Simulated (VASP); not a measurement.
# Ti27SnC26 (a cell with a defect) in VASP: single point with PBE

Aim: the single point of Ti27SnC26 (a cell with a defect) with PBE.

Program: VASP 6.6.1. These are calculated values, not measurements. Logs are shortened: lines on timing, memory, paths and dates and some standing lists are left out, and cuts for length are marked.

### Step 1. The cell of the first run

The cell holds a defect, 54 atoms: a = 9.161 Å, b = 9.161 Å, c = 9.161 Å, α = 60.00°, β = 60.00°, γ = 60.00°.

### Step 2. Single point, PBE

File INCAR:

```
SYSTEM = Ti27SnC26
PREC = Accurate ; ENCUT = 520
EDIFF = 1E-7 ; ISMEAR = -1
SIGMA = 0.01 ; LREAL = Auto
LASPH = .True. ; NELM = 100
ALGO = Normal ; ISIF = 2
LWAVE = .False. ; LCHARG = .False.
GGA = PE ; NBANDS = 254
```

File KPOINTS:

```
Automatic mesh
0
Gamma
  3 3 3
  0 0 0
```

File POSCAR:

```
Ti27SnC26
1.0
    0.0000000000      6.4779000000      6.4779000000
    6.4779000000      0.0000000000      6.4779000000
    6.4779000000      6.4779000000      0.0000000000
Ti Sn C
27 1 26
Direct
   -0.0001753742     -0.0001753742     -0.0001753742
   -0.0207103420     -0.0207103420      0.3540436753
   -0.0001753742     -0.0001753742      0.6671927894
   -0.0207103420      0.3540436753     -0.0207103420
   -0.0207103420      0.3540436753      0.3540436753
    0.0014210836      0.3319122497      0.6666666667
   -0.0001753742      0.6671927894     -0.0001753742
    0.0014210836      0.6666666667      0.3319122497
    0.0014210836      0.6666666667      0.6666666667
    0.3540436753     -0.0207103420     -0.0207103420
    0.3540436753     -0.0207103420      0.3540436753
    0.3319122497      0.0014210836      0.6666666667
    0.3540436753      0.3540436753     -0.0207103420
    0.3335087076      0.3335087076      0.3335087076
    0.3335087076      0.3335087076      0.6661405440
    0.3319122497      0.6666666667      0.0014210836
    0.3335087076      0.6661405440      0.3335087076
    0.3319122497      0.6666666667      0.6666666667
    0.6671927894     -0.0001753742     -0.0001753742
    0.6666666667      0.0014210836      0.3319122497
    0.6666666667      0.0014210836      0.6666666667
    0.6666666667      0.3319122497      0.0014210836
    0.6661405440      0.3335087076      0.3335087076
    0.6666666667      0.3319122497      0.6666666667
    0.6666666667      0.6666666667      0.0014210836
    0.6666666667      0.6666666667      0.3319122497
    0.6666666667      0.6666666667      0.6666666667
    0.1666666667      0.1666666667      0.1666666667
    0.1666666667      0.1666666667      0.5011361969
    0.1666666667      0.1666666667      0.8321971365
    0.1666666667      0.5011361969      0.1666666667
    0.1677459517      0.4996402383      0.4996402383
    0.1666666667      0.5011361969      0.8321971365
    0.1666666667      0.8321971365      0.1666666667
    0.1666666667      0.8321971365      0.5011361969
    0.1655873817      0.8336930950      0.8336930950
    0.5011361969      0.1666666667      0.1666666667
    0.4996402383      0.1677459517      0.4996402383
    0.5011361969      0.1666666667      0.8321971365
    0.4996402383      0.4996402383      0.1677459517
    0.4996402383      0.4996402383      0.4996402383
    0.5045482102      0.5045482102      0.8287851231
    0.5011361969      0.8321971365      0.1666666667
    0.5045482102      0.8287851231      0.5045482102
    0.5045482102      0.8287851231      0.8287851231
    0.8321971365      0.1666666667      0.1666666667
    0.8321971365      0.1666666667      0.5011361969
    0.8336930950      0.1655873817      0.8336930950
    0.8321971365      0.5011361969      0.1666666667
    0.8287851231      0.5045482102      0.5045482102
    0.8287851231      0.5045482102      0.8287851231
    0.8336930950      0.8336930950      0.1655873817
    0.8287851231      0.8287851231      0.5045482102
    0.8336930950      0.8336930950      0.8336930950
```

Potentials or basis: VASP PAW PBE potentials, release 64 (Ti_sv, Sn_d, C).

Command:

```console
> cat potpaw_PBE.64/Ti_sv/POTCAR potpaw_PBE.64/Sn_d/POTCAR potpaw_PBE.64/C/POTCAR > POTCAR
> mpirun -np 1 vasp_std > vasp.out
```

OUTCAR:

```text
SYSTEM = Ti27SnC26
   PREC = Accurate
   ENCUT = 520
   EDIFF = 1E-7
   ISMEAR = -1
   LREAL = Auto
   LASPH = .True.
   NELM = 100
   ISIF = 2
   GGA = PE

 ion  position               nearest neighbor table
   1  1.000  1.000  1.000-  52 2.15  48 2.15  36 2.15  34 2.16  46 2.16  30 2.16
   2  0.979  0.979  0.354-  53 1.95  46 2.18  34 2.18  47 2.18  35 2.18  28 2.43   8 2.87  20 2.87
                             9 2.87  21 2.87
   3  1.000  1.000  0.667-  36 2.15  48 2.15  54 2.15  35 2.16  47 2.16  29 2.16
   4  0.979  0.354  0.979-  51 1.95  46 2.18  30 2.18  49 2.18  33 2.18  28 2.43   6 2.87  22 2.87
                             9 2.87  25 2.87
   5  0.979  0.354  0.354-  50 1.95  49 2.18  47 2.18  31 2.18  29 2.18  28 2.43  24 2.87  26 2.87
                             6 2.87   8 2.87
   6  0.001  0.332  0.667-  29 2.14  30 2.14  48 2.16  32 2.16  51 2.17  50 2.17   4 2.87   5 2.87
[... 61 lines left out ...]
  53  0.829  0.829  0.505-   2 1.95  27 2.10  20 2.17   8 2.17  21 2.17   9 2.17
  54  0.834  0.834  0.834-   3 2.15   7 2.15  19 2.15   9 2.16  21 2.16  25 2.16

  LATTYP: Found a face centered cubic cell.
 ALAT       =    12.9558000000

  Lattice vectors:

 A1 = (   0.0000000000,   6.4779000000,   6.4779000000)
 A2 = (   6.4779000000,   0.0000000000,   6.4779000000)
 A3 = (   6.4779000000,   6.4779000000,   0.0000000000)

Analysis of symmetry for initial positions (statically):
=====================================================================
 Subroutine PRICEL returns:
 Original cell was already a primitive cell.

 Routine SETGRP: Setting up the symmetry group for a
 face centered cubic supercell.

 Subroutine GETGRP returns: Found 48 space group operations
 (whereof  6 operations were pure point group operations)
 out of a pool of 48 trial point group operations.

The static configuration has the point symmetry C_3v.
 The point group associated with its full space group is O_h .

Analysis of symmetry for dynamics (positions and initial velocities):
=====================================================================
 Subroutine PRICEL returns:
 Original cell was already a primitive cell.

 Routine SETGRP: Setting up the symmetry group for a
 face centered cubic supercell.

 Subroutine GETGRP returns: Found 48 space group operations
 (whereof  6 operations were pure point group operations)
 out of a pool of 48 trial point group operations.

The dynamic configuration has the point symmetry C_3v.
 The point group associated with its full space group is O_h .

 Subroutine INISYM returns: Found 48 space group operations
 (whereof  6 operations are pure point group operations),
 and found     1 'primitive' translations

----------------------------------------------------------------------------------------

                                     Primitive cell

  volume of cell :     543.6667

  direct lattice vectors                    reciprocal lattice vectors
     0.000000000  6.477900000  6.477900000    -0.077185508  0.077185508  0.077185508
     6.477900000  0.000000000  6.477900000     0.077185508 -0.077185508  0.077185508
     6.477900000  6.477900000  0.000000000     0.077185508  0.077185508 -0.077185508

  length of vectors
     9.161134036  9.161134036  9.161134036     0.133689221  0.133689221  0.133689221

  position of ions in fractional coordinates (direct lattice)
     0.999824626  0.999824626  0.999824626
     0.979289658  0.979289658  0.354043675
     0.999824626  0.999824626  0.667192789
     0.979289658  0.354043675  0.979289658
     0.979289658  0.354043675  0.354043675
     0.001421084  0.331912250  0.666666667
[... 46 lines left out ...]
     0.828785123  0.828785123  0.504548210
     0.833693095  0.833693095  0.833693095

  ion indices of the primitive-cell ions
   primitive index   ion index
                 1           1
                 2           2
                 3           3
                 4           4
                 5           5
                 6           6
[... 46 lines left out ...]
                53          53
                54          54

----------------------------------------------------------------------------------------

 KPOINTS: Automatic mesh

Automatic generation of k-mesh.
 Grid dimensions read from file:
 generate k-points for:    3    3    3

 Generating k-lattice:

  Cartesian coordinates                     Fractional coordinates (reciprocal lattice)
    -0.025728503  0.025728503  0.025728503     0.333333333  0.000000000  0.000000000
     0.025728503 -0.025728503  0.025728503     0.000000000  0.333333333  0.000000000
     0.025728503  0.025728503 -0.025728503     0.000000000  0.000000000  0.333333333

  Length of vectors
     0.044563074  0.044563074  0.044563074

  Shift w.r.t. Gamma in fractional coordinates (k-lattice)
     0.000000000  0.000000000  0.000000000

 Subroutine IBZKPT returns following result:
 ===========================================

 Found      4 irreducible k-points:

 Following reciprocal coordinates:
            Coordinates               Weight
  0.000000  0.000000  0.000000      1.000000
  0.333333  0.000000  0.000000      8.000000
  0.333333  0.333333  0.000000      6.000000
 -0.333333  0.333333  0.000000     12.000000
   k-points           NKPTS =      4   k-points in BZ     NKDIM =      4   number of bands    NBANDS=    254
   number of dos      NEDOS =    301   number of ions     NIONS =     54
   total plane-waves  NPLWV = 343000
   dimension x,y,z NGX =    70 NGY =   70 NGZ =   70
   dimension x,y,z NGXF=   140 NGYF=  140 NGZF=  140
   ions per type =              27   1  26
   NGX,Y,Z   is equivalent  to a cutoff of  12.70, 12.70, 12.70 a.u.
   NGXF,Y,Z  is equivalent  to a cutoff of  25.41, 25.41, 25.41 a.u.
 SYSTEM =  Ti27SnC26
   PREC   = accura    normal or accurate (medium, high low for compatibility)
   ISTART =      0    job   : 0-new  1-cont  2-samecut
   ICHARG =      2    charge: 1-file 2-atom 10-const
   ISPIN  =      1    spin polarized calculation?
   LNONCOLLINEAR =      F non collinear calculations
   LSORBIT =      F    spin-orbit coupling
   LASPH  =      T    aspherical Exc in radial PAW
   ENCUT  =  520.0 eV  38.22 Ry    6.18 a.u.  17.03 17.03 17.03*2*pi/ulx,y,z
   NELM   =    100;   NELMIN=  2; NELMDL= -5     # of ELM steps
   EDIFF  = 0.1E-06   stopping-criterion for ELM
   LREAL  =      T    real-space projection
   EDIFFG = 0.1E-05   stopping-criterion for IOM
   NSW    =      0    number of steps for IOM
   IBRION =     -1    ionic relax: 0-MD 1-quasi-New 2-CG
   NFREE  =      0    steps in history (QN), initial steepest desc. (CG)
   ISIF   =      2    stress and relaxation
   ISYM   =      2    0-nonsym 1-usesym 2-fastsym
   POTIM  = 0.5000    time-step for ionic-motion
   TEBEG  =    0.0;   TEEND  =   0.0 temperature during run
   PSTRESS=    0.0 pullay stress
   NELECT =     442.0000    total number of electrons
   NUPDOWN=      -1.0000    fix difference up-down
   EMIN   =  10.00;   EMAX   =-10.00  energy-range for DOS
   EFERMI =   0.00;   METHOD = LEGACY
   ISMEAR =    -1;   SIGMA  =   0.01  broadening in eV -4-tet -1-fermi 0-gaus
   EFERMI_NEDOS =   21; number of points for ismear=-14 and -15
   IALGO  =     38    algorithm
   IMIX   =      4    mixing-type and parameters
     AMIX     =   0.40;   BMIX     =  1.00
     AMIX_MAG =   1.60;   BMIX_MAG =  1.00
  volume/ion in A,a.u.               =      10.07        67.94
  Fermi-wavevector in a.u.,A,eV,Ry     =   1.527934  2.887377 31.763933  2.334583
  Thomas-Fermi vector in A             =   2.635762
   LORBIT       =      0    0 simple, 1 ext, 2 COOP (PROOUT), +10 PAW based schemes
   GGA     = PE    functional components
   LHFCALC =     F    Hartree Fock is set to
   AEXX    =    0.0000 exact exchange contribution
   IVDW    =     0    specifies the selected vdW correction
   LEPSILON=     F    determine dielectric tensor
   LRPA    =     F    only Hartree local field effects (RPA)
 non-spin polarized calculation
  energy-cutoff  :      520.00
  volume of cell :      543.67
 maximum number of plane-waves:     14673
 NGX is ok and might be reduce to    70
   NGX = 35   NGY = 35   NGZ = 35

 number of electron     442.0000003 magnetization

 Free energy of the ion-electron system (eV)
  ---------------------------------------------------
  ext. energy  EPLUGINS =         0.00000000
  ---------------------------------------------------
  free energy    TOTEN  =      -492.74789381 eV

  energy without entropy =     -492.74787426  energy(sigma->0) =     -492.74788403

 E-fermi :   9.9860     XC(G=0): -12.8382

 val. band max:        9.8943934259   @ k =  -0.3333   0.3333   0.0000
 cond. band min:      10.0773263953   @ k =   0.3333   0.3333   0.0000
 fundamental gap:      0.1829329693
 Fermi energy:         9.9859828182

 k-point     1 :       0.0000    0.0000    0.0000
  band No.  band energies     occupation
      1     -46.6066      2.00000
      2     -46.5893      2.00000
      3     -46.5684      2.00000
      4     -46.5684      2.00000
      5     -46.5684      2.00000
      6     -46.5640      2.00000
[... 225 lines left out ...]
    232      11.8747      0.00000
    233      11.9699      0.00000

 k-point     2 :       0.3333    0.0000    0.0000
  band No.  band energies     occupation
      1     -46.6019      2.00000
      2     -46.5931      2.00000
      3     -46.5679      2.00000
      4     -46.5674      2.00000
      5     -46.5674      2.00000
      6     -46.5652      2.00000
[... 225 lines left out ...]
    232      11.1898      0.00000
    233      11.3806      0.00000

 k-point     3 :       0.3333    0.3333    0.0000
  band No.  band energies     occupation
      1     -46.6011      2.00000
      2     -46.5922      2.00000
      3     -46.5694      2.00000
      4     -46.5694      2.00000
      5     -46.5693      2.00000
      6     -46.5644      2.00000
[... 225 lines left out ...]
    232      11.5701      0.00000
    233      11.5731      0.00000

 k-point     4 :      -0.3333    0.3333    0.0000
  band No.  band energies     occupation
      1     -46.5966      2.00000
      2     -46.5964      2.00000
      3     -46.5709      2.00000
      4     -46.5682      2.00000
      5     -46.5681      2.00000
      6     -46.5648      2.00000
[... 225 lines left out ...]
    232      11.4302      0.00000
    233      11.5096      0.00000
 [bands above 233 left out]

------------------------ aborting loop because EDIFF is reached ----------------------------------------

  FORCE on cell =-STRESS in cart. coord.  units (eV):
  Direction    XX          YY          ZZ          XY          YZ          ZX
  --------------------------------------------------------------------------------------
  -------------------------------------------------------------------------------------
  Total       39.9212851     39.9212851     39.9212851     -0.0000000      0.0000000     -0.0000000
  in kB      117.6474128    117.6474128    117.6474128     -0.0000000      0.0000000     -0.0000000
  external PRESSURE =     117.6474128 kB  Pullay stress =       0.0000000 kB

 VOLUME and BASIS-vectors are now :
 -----------------------------------------------------------------------------
  energy-cutoff  :      520.00
  volume of cell :      543.67
      direct lattice vectors                 reciprocal lattice vectors
     0.000000000  6.477900000  6.477900000    -0.077185508  0.077185508  0.077185508
     6.477900000  0.000000000  6.477900000     0.077185508 -0.077185508  0.077185508
     6.477900000  6.477900000  0.000000000     0.077185508  0.077185508 -0.077185508

 POSITION                                       TOTAL-FORCE (eV/Angst)
 -----------------------------------------------------------------------------------
     12.95353     12.95353     12.95353        -0.002049     -0.002049     -0.002049
      8.63720      8.63720     12.68748         0.000000     -0.000000     -0.017550
     10.79877     10.79877     12.95353         0.002049      0.002049     -0.002049
      8.63720     12.68748      8.63720         0.000000     -0.017550     -0.000000
      4.58692      8.63720      8.63720         0.017550     -0.000000     -0.000000
      6.46869      4.32781      2.15930        -0.002433      0.002433     -0.000000
[... 46 lines left out ...]
      8.63720      8.63720     10.73757         0.000000     -0.000000     -0.001632
     10.80116     10.80116     10.80116        -0.001759     -0.001759     -0.001759
 -----------------------------------------------------------------------------------
    total drift:                                0.000017      0.000017      0.000017

  FREE ENERGIE OF THE ION-ELECTRON SYSTEM (eV)
  ---------------------------------------------------
  free  energy   TOTEN  =      -492.7478938094 eV

  energy  without entropy=     -492.7478742596  energy(sigma->0) =     -492.74788403
```

It took 73 min on 1 thread of Oxide Virtual Turin-like, shared host; peak memory 0.87 GiB.

What came out:

- Free energy: -492.7479 eV
- Pressure: 11.8 GPa
- Largest force: 0.018 eV/Å
- Band gap on the k mesh: 0.18 eV

Forces in eV/Å, atoms in the order of the input:
```
Ti  -0.002 -0.002 -0.002
Ti   0.000  0.000 -0.018
Ti   0.002  0.002 -0.002
Ti   0.000 -0.018  0.000
Ti   0.018  0.000  0.000
Ti  -0.002  0.002  0.000
Ti   0.002 -0.002  0.002
Ti  -0.002  0.000  0.002
Ti   0.000  0.002  0.002
Ti  -0.018  0.000  0.000
Ti   0.000  0.018  0.000
Ti   0.002 -0.002  0.000
Ti   0.000  0.000  0.018
Ti   0.002  0.002  0.002
Ti  -0.002 -0.002  0.002
Ti   0.002  0.000 -0.002
Ti  -0.002  0.002 -0.002
Ti   0.000 -0.002 -0.002
Ti  -0.002  0.002  0.002
Ti   0.000 -0.002  0.002
Ti   0.002  0.000  0.002
Ti   0.000  0.002 -0.002
Ti   0.002 -0.002 -0.002
Ti  -0.002  0.000 -0.002
Ti   0.002  0.002  0.000
Ti  -0.002 -0.002  0.000
Ti   0.000  0.000  0.000
Sn   0.000  0.000  0.000
C   -0.002 -0.002  0.000
C    0.002  0.002  0.000
C   -0.002  0.000 -0.002
C    0.002 -0.002 -0.002
C    0.000  0.002 -0.002
C    0.002  0.000  0.002
C    0.000 -0.002  0.002
C   -0.002  0.002  0.002
C    0.000 -0.002 -0.002
C   -0.002  0.002 -0.002
C    0.002  0.000 -0.002
C   -0.002 -0.002  0.002
C    0.002  0.002  0.002
C    0.000  0.000  0.002
C    0.002 -0.002  0.000
C    0.000  0.002  0.000
C   -0.002  0.000  0.000
C    0.000  0.002  0.002
C   -0.002  0.000  0.002
C    0.002 -0.002  0.002
C   -0.002  0.002  0.000
C    0.002  0.000  0.000
C    0.000 -0.002  0.000
C    0.002  0.002 -0.002
C    0.000  0.000 -0.002
C   -0.002 -0.002 -0.002
```

Caveat: spin-orbit coupling is left out, which moves the levels of the heavy elements.
